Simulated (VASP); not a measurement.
A run of VASP 6.6.1 is set up as follows.

The input INCAR:

```
ALGO = Normal
EDIFF = 1E-6
EDIFFG = -0.04
ENCUT = 600
GGA = PE
IBRION = 2
ISIF = 3
ISMEAR = 0
LASPH = True
LCHARG = False
LREAL = False
LWAVE = False
NELM = 60
NSW = 90
PREC = Accurate
SIGMA = 0.1
```

KPOINTS

```
k-points
0
Gamma
  4 4 4
```

POSCAR

```
Ta3Ag
1.0
    4.0658408819      0.0000000000      0.0000000000
    0.0000000000      4.0658408819      0.0000000000
    0.0000000000      0.0000000000      4.0240497124
Ta Ag
3 1
Direct
    0.0000000000      0.5000000000      0.5000000000
    0.5000000000      0.0000000000      0.5000000000
    0.5000000000      0.5000000000      0.0000000000
    0.0000000000      0.0000000000      0.0000000000
```

Potentials or basis: VASP PAW PBE potentials, release 64 (Ta_pv, Ag).

Launch:

```bash
$ cat potpaw_PBE.64/Ta_pv/POTCAR potpaw_PBE.64/Ag/POTCAR > POTCAR
$ mpirun -np 1 vasp_std > vasp.out
```

Q: Predict the relaxed volume.

A: 17.87 Å³/atom.

Q: Predict the relaxed cell.

A: a = 4.426 Å, b = 4.426 Å, c = 3.650 Å, α = 90.00°, β = 90.00°, γ = 90.00°.

Stress tensor (GPa, compression positive):
```
-0.05  0.00  0.00
 0.00 -0.05  0.00
 0.00  0.00  0.30
```

Caveat: the k points lie up to 0.43 Å⁻¹ apart in the final cell.
